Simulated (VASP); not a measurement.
# AlH (C2/m) in VASP: notebook

The runs below take AlH through single point, with PBE.

Program: VASP 6.6.1. These are calculated values, not measurements. Logs are shortened: lines on timing, memory, paths and dates and some standing lists are left out, and cuts for length are marked.

**1. The cell of the first run**

It takes space group C2/m (No. 12, monoclinic). Conventional cell: a = 4.615 Å, b = 4.346 Å, c = 4.919 Å, α = 90.00°, β = 115.32°, γ = 90.00°. Al (site symmetry m) has 2 H at 1.76 to 1.82 Å within 2.3 Å. Within 2.3 Å of H (site symmetry m) lie 2 Al at 1.76 to 1.82 Å and 3 H at 2.17 to 2.26 Å.

**2. Single point, PBE**

INCAR

```
ALGO = Normal
EDIFF = 1E-6
ENCUT = 520
GGA = PE
ISIF = 2
ISMEAR = 0
LASPH = True
LCHARG = False
LREAL = False
LWAVE = False
NBANDS = 12
NELM = 80
PREC = Accurate
SIGMA = 0.1
```

KPOINTS

```
k-points
0
Gamma
  6 6 4
```

POSCAR

```
AlH
1.0
    2.2770234549     -2.1729453629     -0.3747984563
    2.2770234549      2.1729453629     -0.3747984563
   -1.7560491559      0.0000000000      4.7954831380
Al H
2 2
Direct
    0.3496739316      0.3496739316      0.1890865530
    0.6503260684      0.6503260684      0.8109134470
    0.2506267267      0.2506267267      0.4919764715
    0.7493732733      0.7493732733      0.5080235285
```

Potentials or basis: VASP PAW PBE potentials, release 64 (Al, H).

The run is started by

```sh
$ cat potpaw_PBE.64/Al/POTCAR potpaw_PBE.64/H/POTCAR > POTCAR
$ mpirun -np 1 vasp_std > vasp.out
```

OUTCAR:

```text
EDIFF = 1E-6
   ENCUT = 520
   GGA = PE
   ISIF = 2
   ISMEAR = 0
   LASPH = True
   LREAL = False
   NELM = 80
   PREC = Accurate

 ion  position               nearest neighbor table
   1  0.350  0.350  0.189-   4 1.76   3 1.82   2 2.75   2 2.75   2 2.77   2 2.83   2 2.88
   2  0.650  0.650  0.811-   3 1.76   4 1.82   1 2.75   1 2.75   1 2.77   1 2.83   1 2.88
   3  0.251  0.251  0.492-   2 1.76   1 1.82
   4  0.749  0.749  0.508-   1 1.76   2 1.82

  Warning from LATTYP: Got some problem with cell dimensions!
  Tried to take original basis but could not verify dimensions!
  LATTYP: Found a base centered monoclinic cell.
 ALAT       =     4.6153265094
 B/A-ratio  =     0.9416215119
 C/A-ratio  =     1.0658281518
 COS(beta)  =    -0.4276629736

  Lattice vectors:

 A1 = (  -2.2770234549,   2.1729453629,   0.3747984563)
 A2 = (  -2.2770234549,  -2.1729453629,   0.3747984563)
 A3 = (   2.7979977539,   0.0000000000,   4.0458862254)

Analysis of symmetry for initial positions (statically):
=====================================================================
 Subroutine PRICEL returns:
 Original cell was already a primitive cell.

 Routine SETGRP: Setting up the symmetry group for a
 base centered monoclinic supercell.

 Subroutine GETGRP returns: Found  4 space group operations
 (whereof  4 operations were pure point group operations)
 out of a pool of  4 trial point group operations.

The static configuration has the point symmetry C_2h.

Analysis of symmetry for dynamics (positions and initial velocities):
=====================================================================
 Subroutine PRICEL returns:
 Original cell was already a primitive cell.

 Routine SETGRP: Setting up the symmetry group for a
 base centered monoclinic supercell.

 Subroutine GETGRP returns: Found  4 space group operations
 (whereof  4 operations were pure point group operations)
 out of a pool of  4 trial point group operations.

The dynamic configuration has the point symmetry C_2h.

 Subroutine INISYM returns: Found  4 space group operations
 (whereof  4 operations are pure point group operations),
 and found     1 'primitive' translations

----------------------------------------------------------------------------------------

                                     Primitive cell

  volume of cell :      44.5943

  direct lattice vectors                    reciprocal lattice vectors
     2.277023455 -2.172945363 -0.374798456     0.233669243 -0.230102426  0.085566910
     2.277023455  2.172945363 -0.374798456     0.233669243  0.230102426  0.085566910
[... 98 lines left out ...]
   TEBEG  =    0.0;   TEEND  =   0.0 temperature during run
   PSTRESS=    0.0 pullay stress
   NELECT =       8.0000    total number of electrons
   NUPDOWN=      -1.0000    fix difference up-down
   EMIN   =  10.00;   EMAX   =-10.00  energy-range for DOS
   EFERMI =   0.00;   METHOD = LEGACY
   ISMEAR =     0;   SIGMA  =   0.10  broadening in eV -4-tet -1-fermi 0-gaus
   EFERMI_NEDOS =   21; number of points for ismear=-14 and -15
   IALGO  =     38    algorithm
   IMIX   =      4    mixing-type and parameters
     AMIX     =   0.40;   BMIX     =  1.00
     AMIX_MAG =   1.60;   BMIX_MAG =  1.00
  volume/ion in A,a.u.               =      11.15        75.23
  Fermi-wavevector in a.u.,A,eV,Ry     =   0.923304  1.744793 11.598847  0.852491
  Thomas-Fermi vector in A             =   2.048926
   LORBIT       =      0    0 simple, 1 ext, 2 COOP (PROOUT), +10 PAW based schemes
   GGA     = PE    functional components
   LHFCALC =     F    Hartree Fock is set to
   AEXX    =    0.0000 exact exchange contribution
   IVDW    =     0    specifies the selected vdW correction
   LEPSILON=     F    determine dielectric tensor
   LRPA    =     F    only Hartree local field effects (RPA)
 non-spin polarized calculation
 Gauss-broadening in eV      SIGMA  =   0.10
  energy-cutoff  :      520.00
  volume of cell :       44.59
 maximum number of plane-waves:      1220
   NGX = 11   NGY = 11   NGZ = 19

 number of electron       8.0000000 magnetization

 Free energy of the ion-electron system (eV)
  ---------------------------------------------------
  ext. energy  EPLUGINS =         0.00000000
  ---------------------------------------------------
  free energy    TOTEN  =       -13.25744607 eV

  energy without entropy =      -13.25681434  energy(sigma->0) =      -13.25713020

 E-fermi :   5.8845     XC(G=0):  -9.6250

 val. band max:        5.8142474466   @ k =   0.5000   0.5000  -0.0000
 cond. band min:       6.0002433067   @ k =   0.1667   0.1667   0.0000
 fundamental gap:      0.1859958600
 Fermi energy:         5.8845314671

 k-point     1 :       0.0000    0.0000    0.0000
  band No.  band energies     occupation
      1      -5.4142      2.00000
      2       0.6660      2.00000
      3       3.5696      2.00000
      4       4.8084      2.00000
      5      10.0330      0.00000
      6      10.3273      0.00000
      7      11.1963      0.00000
      8      12.5414      0.00000
      9      12.9397      0.00000
     10      13.6254      0.00000
     11      13.6807      0.00000
     12      19.0890      0.00000
[... 331 lines left out ...]
 k-point    24 :      -0.1667    0.1667    0.2500
  band No.  band energies     occupation
      1      -4.1963      2.00000
      2      -0.4728      2.00000
      3       2.9732      2.00000
      4       6.5229      0.00000
      5       7.3042      0.00000
      6       7.6447      0.00000
      7      10.6993      0.00000
      8      13.9565      0.00000
      9      15.1200      0.00000
     10      15.7849      0.00000
     11      16.1817      0.00000
     12      17.0810      0.00000

 [... further k-points ...]
[... 5 lines left out ...]
  --------------------------------------------------------------------------------------
  -------------------------------------------------------------------------------------
  Total        0.0285628     -0.0009332     -0.0228143      0.0000000      0.0000000     -0.0700669
  in kB        1.0261998     -0.0335294     -0.8196696      0.0000000      0.0000000     -2.5173500
  external PRESSURE =       0.0576669 kB  Pullay stress =       0.0000000 kB

 VOLUME and BASIS-vectors are now :
 -----------------------------------------------------------------------------
  energy-cutoff  :      520.00
  volume of cell :       44.59
      direct lattice vectors                 reciprocal lattice vectors
     2.277023455 -2.172945363 -0.374798456     0.233669243 -0.230102426  0.085566910
     2.277023455  2.172945363 -0.374798456     0.233669243  0.230102426  0.085566910
    -1.756049156  0.000000000  4.795483138     0.036525567  0.000000000  0.221904793

 POSITION                                       TOTAL-FORCE (eV/Angst)
 -----------------------------------------------------------------------------------
      1.26039      0.00000      0.64465        -0.001280      0.000000      0.011517
      1.53761      0.00000      3.40124         0.001280      0.000000     -0.011517
      0.27743      0.00000      2.17140        -0.000574      0.000000      0.000704
      2.52057      0.00000      1.87449         0.000574      0.000000     -0.000704
 -----------------------------------------------------------------------------------
    total drift:                                0.000000      0.000000     -0.000000

  FREE ENERGIE OF THE ION-ELECTRON SYSTEM (eV)
  ---------------------------------------------------
  free  energy   TOTEN  =       -13.2574460652 eV

  energy  without entropy=      -13.2568143439  energy(sigma->0) =      -13.25713020
```

Wall time 11 s (1 thread of Intel Xeon Platinum 8488C (Sapphire Rapids), shared host); peak memory 0.16 GiB.

Results:

* Free energy: -13.2574 eV
* Pressure: 0.0 GPa
* Largest force: 0.012 eV/Å
* Band gap on the k mesh: zero (band 4 reaches 9.31 eV, above the bottom of band 5 at 4.28 eV)

Forces on the atoms (eV/Å):
```
Al  -0.001  0.000  0.012
Al   0.001  0.000 -0.012
H   -0.001  0.000  0.001
H    0.001  0.000 -0.001
```

Stress tensor (GPa, compression positive):
```
 0.10  0.00 -0.25
 0.00  0.00  0.00
-0.25  0.00 -0.08
```

**3. Single point, PBE**

This run uses another cell than the first one, of 14.23 Å³/atom, 1.277 times its volume.

INCAR

```
  PREC = Accurate
  ENCUT = 520
  EDIFF = 1E-6
  ISMEAR = 0
  SIGMA = 0.1
  LREAL = False
  LASPH = True
  NELM = 80
  ALGO = Normal
  ISIF = 2
  LWAVE = False
  LCHARG = True
  GGA = PE
  LELF = True
  LVHAR = True
  NBANDS = 12
```

KPOINTS

```
regular mesh
0
Gamma
  14 14 12
```

POSCAR

```
AlH
1.0
    3.1736042332     -2.3761328480     -0.0873087148
    3.1736042332      2.3761328480     -0.0873087148
   -3.0629419865      0.0000000000      3.8588346104
Al H
2 2
Direct
    0.1762376417      0.1762376417      0.8525986876
    0.8237623583      0.8237623583      0.1474013124
    0.8199560444      0.8199560444      0.5005799199
    0.1800439556      0.1800439556      0.4994200801
```

Potentials or basis: VASP PAW PBE potentials, release 64 (Al, H).

The run is started by

```sh
$ cat potpaw_PBE.64/Al/POTCAR potpaw_PBE.64/H/POTCAR > POTCAR
$ mpirun -np 1 vasp_std > vasp.out
```

OUTCAR:

```text
PREC = Accurate
   ENCUT = 520
   EDIFF = 1E-6
   ISMEAR = 0
   LREAL = False
   LASPH = True
   NELM = 80
   ISIF = 2
   GGA = PE

 ion  position               nearest neighbor table
   1  0.176  0.176  0.853-   3 1.75   4 1.76   2 2.62   2 2.62   2 2.66   2 3.36
   2  0.824  0.824  0.147-   4 1.75   3 1.76   1 2.62   1 2.62   1 2.66   1 3.36
   3  0.820  0.820  0.501-   1 1.75   2 1.76
   4  0.180  0.180  0.499-   2 1.75   1 1.76

  LATTYP: Found a base centered monoclinic cell.
 ALAT       =     6.3496099536
 B/A-ratio  =     0.7484342709
 C/A-ratio  =     0.7759034544
 COS(beta)  =    -0.6430092186

  Lattice vectors:

 A1 = (   3.1736042332,  -2.3761328480,  -0.0873087148)
 A2 = (   3.1736042332,   2.3761328480,  -0.0873087148)
 A3 = (  -3.0629419865,   0.0000000000,   3.8588346104)

Analysis of symmetry for initial positions (statically):
=====================================================================
 Subroutine PRICEL returns:
 Original cell was already a primitive cell.

 Routine SETGRP: Setting up the symmetry group for a
 base centered monoclinic supercell.

 Subroutine GETGRP returns: Found  4 space group operations
 (whereof  4 operations were pure point group operations)
 out of a pool of  4 trial point group operations.

The static configuration has the point symmetry C_2h.

Analysis of symmetry for dynamics (positions and initial velocities):
=====================================================================
 Subroutine PRICEL returns:
 Original cell was already a primitive cell.

 Routine SETGRP: Setting up the symmetry group for a
 base centered monoclinic supercell.

 Subroutine GETGRP returns: Found  4 space group operations
 (whereof  4 operations were pure point group operations)
 out of a pool of  4 trial point group operations.

The dynamic configuration has the point symmetry C_2h.

 Subroutine INISYM returns: Found  4 space group operations
 (whereof  4 operations are pure point group operations),
 and found     1 'primitive' translations

----------------------------------------------------------------------------------------

                                     Primitive cell

  volume of cell :      56.9274

  direct lattice vectors                    reciprocal lattice vectors
     3.173604233 -2.376132848 -0.087308715     0.161066745 -0.210425945  0.127846396
     3.173604233  2.376132848 -0.087308715     0.161066745  0.210425945  0.127846396
    -3.062941986  0.000000000  3.858834610     0.007288486  0.000000000  0.264930818

  length of vectors
     3.965525684  3.965525684  4.926684297     0.294221474  0.294221474  0.265031055

  position of ions in fractional coordinates (direct lattice)
     0.176237642  0.176237642  0.852598688
     0.823762358  0.823762358  0.147401312
     0.819956044  0.819956044  0.500579920
     0.180043956  0.180043956  0.499420080

  ion indices of the primitive-cell ions
   primitive index   ion index
                 1           1
                 2           2
                 3           3
                 4           4

----------------------------------------------------------------------------------------

[... 31 lines left out ...]
  0.357143 -0.000000  0.000000      4.000000
[... 16 lines left out ...]
  0.214286  0.142857 -0.000000      4.000000
  0.285714  0.142857  0.000000      4.000000
 [... further k-points ...]
   k-points           NKPTS =    639   k-points in BZ     NKDIM =    639   number of bands    NBANDS=     12
   number of dos      NEDOS =    301   number of ions     NIONS =      4
   total plane-waves  NPLWV =  36000
   dimension x,y,z NGX =    30 NGY =   30 NGZ =   40
   dimension x,y,z NGXF=    60 NGYF=   60 NGZF=   80
   ions per type =               2   2
   NGX,Y,Z   is equivalent  to a cutoff of  12.58, 12.58, 13.50 a.u.
   NGXF,Y,Z  is equivalent  to a cutoff of  25.15, 25.15, 27.00 a.u.
 SYSTEM =  unknown system
   PREC   = accura    normal or accurate (medium, high low for compatibility)
   ISTART =      0    job   : 0-new  1-cont  2-samecut
   ICHARG =      2    charge: 1-file 2-atom 10-const
   ISPIN  =      1    spin polarized calculation?
   LNONCOLLINEAR =      F non collinear calculations
   LSORBIT =      F    spin-orbit coupling
   LASPH  =      T    aspherical Exc in radial PAW
   ENCUT  =  520.0 eV  38.22 Ry    6.18 a.u.   7.37  7.37  9.16*2*pi/ulx,y,z
   NELM   =     80;   NELMIN=  2; NELMDL= -5     # of ELM steps
   EDIFF  = 0.1E-05   stopping-criterion for ELM
   LREAL  =      F    real-space projection
   EDIFFG = 0.1E-04   stopping-criterion for IOM
   NSW    =      0    number of steps for IOM
   IBRION =     -1    ionic relax: 0-MD 1-quasi-New 2-CG
   NFREE  =      0    steps in history (QN), initial steepest desc. (CG)
   ISIF   =      2    stress and relaxation
   ISYM   =      2    0-nonsym 1-usesym 2-fastsym
   POTIM  = 0.5000    time-step for ionic-motion
   TEBEG  =    0.0;   TEEND  =   0.0 temperature during run
   PSTRESS=    0.0 pullay stress
   NELECT =       8.0000    total number of electrons
   NUPDOWN=      -1.0000    fix difference up-down
   EMIN   =  10.00;   EMAX   =-10.00  energy-range for DOS
   EFERMI =   0.00;   METHOD = LEGACY
   ISMEAR =     0;   SIGMA  =   0.10  broadening in eV -4-tet -1-fermi 0-gaus
   EFERMI_NEDOS =   21; number of points for ismear=-14 and -15
   IALGO  =     38    algorithm
   IMIX   =      4    mixing-type and parameters
     AMIX     =   0.40;   BMIX     =  1.00
     AMIX_MAG =   1.60;   BMIX_MAG =  1.00
  volume/ion in A,a.u.               =      14.23        96.04
  Fermi-wavevector in a.u.,A,eV,Ry     =   0.851134  1.608410  9.856451  0.724429
  Thomas-Fermi vector in A             =   1.967219
   LORBIT       =      0    0 simple, 1 ext, 2 COOP (PROOUT), +10 PAW based schemes
   GGA     = PE    functional components
   LHFCALC =     F    Hartree Fock is set to
   AEXX    =    0.0000 exact exchange contribution
   IVDW    =     0    specifies the selected vdW correction
   LEPSILON=     F    determine dielectric tensor
   LRPA    =     F    only Hartree local field effects (RPA)
 non-spin polarized calculation
 Gauss-broadening in eV      SIGMA  =   0.10
  energy-cutoff  :      520.00
  volume of cell :       56.93
 maximum number of plane-waves:      1556
 NGX is ok and might be reduce to    30
   NGX = 15   NGY = 15   NGZ = 19

 number of electron       8.0000000 magnetization

 Free energy of the ion-electron system (eV)
  ---------------------------------------------------
  ext. energy  EPLUGINS =         0.00000000
  ---------------------------------------------------
  free energy    TOTEN  =       -13.40817537 eV

  energy without entropy =      -13.40575039  energy(sigma->0) =      -13.40696288

 E-fermi :   3.3881     XC(G=0):  -8.5765

 val. band max:        3.3805282565   @ k =  -0.2857   0.4286   0.0833
 cond. band min:       3.3908279122   @ k =  -0.2857  -0.2857   0.3333
 fundamental gap:      0.0102996557
 Fermi energy:         3.3880979994

 k-point     1 :       0.0000    0.0000    0.0000
  band No.  band energies     occupation
      1      -6.2272      2.00000
      2       0.9882      2.00000
      3       1.2860      2.00000
      4       4.7701      0.00000
      5       5.5269      0.00000
      6       7.1928      0.00000
      7       7.6533      0.00000
      8       7.9101      0.00000
      9       8.8522      0.00000
     10       9.0480      0.00000
     11      10.3358      0.00000
     12      10.7775      0.00000
[... 331 lines left out ...]
 k-point    24 :       0.2857    0.1429    0.0000
  band No.  band energies     occupation
      1      -5.2007      2.00000
      2      -0.7352      2.00000
      3       0.4704      2.00000
      4       2.7090      2.00000
      5       5.4726      0.00000
      6       6.2855      0.00000
      7       7.6583      0.00000
      8       8.7724      0.00000
      9       9.6515      0.00000
     10      10.4681      0.00000
     11      11.9871      0.00000
     12      13.7943      0.00000

 [... further k-points ...]
[... 5 lines left out ...]
  --------------------------------------------------------------------------------------
  -------------------------------------------------------------------------------------
  Total       -0.0260457     -0.0374351     -0.0552710      0.0000000      0.0000000     -0.0004881
  in kB       -0.7330364     -1.0535815     -1.5555600      0.0000000      0.0000000     -0.0137382
  external PRESSURE =      -1.1140593 kB  Pullay stress =       0.0000000 kB

 VOLUME and BASIS-vectors are now :
 -----------------------------------------------------------------------------
  energy-cutoff  :      520.00
  volume of cell :       56.93
      direct lattice vectors                 reciprocal lattice vectors
     3.173604233 -2.376132848 -0.087308715     0.161066745 -0.210425945  0.127846396
     3.173604233  2.376132848 -0.087308715     0.161066745  0.210425945  0.127846396
    -3.062941986  0.000000000  3.858834610     0.007288486  0.000000000  0.264930818

 POSITION                                       TOTAL-FORCE (eV/Angst)
 -----------------------------------------------------------------------------------
     -1.49284      0.00000      3.25926         0.000449      0.000000     -0.013171
      4.77711      0.00000      0.42495        -0.000449      0.000000      0.013171
      3.67118      0.00000      1.78848         0.004406      0.000000     -0.000849
     -0.38692      0.00000      1.89574        -0.004406      0.000000      0.000849
 -----------------------------------------------------------------------------------
    total drift:                                0.000000      0.000000     -0.000000

  FREE ENERGIE OF THE ION-ELECTRON SYSTEM (eV)
  ---------------------------------------------------
  free  energy   TOTEN  =       -13.4081753692 eV

  energy  without entropy=      -13.4057503916  energy(sigma->0) =      -13.40696288
```

It took 5.1 min on 1 thread of Intel Xeon Platinum 8488C (Sapphire Rapids), shared host; peak memory 0.47 GiB.

Results:

| Quantity | Value |
| --- | --- |
| Free energy | -13.4082 eV |
| Pressure | -0.1 GPa |
| Largest force | 0.013 eV/Å |
| Band gap on the k mesh | zero (band 4 reaches 4.77 eV, above the bottom of band 5 at 1.77 eV) |

Forces on the atoms (eV/Å):
```
Al   0.000  0.000 -0.013
Al   0.000  0.000  0.013
H    0.004  0.000 -0.001
H   -0.004  0.000  0.001
```

(Continued in part 2 of 2.)
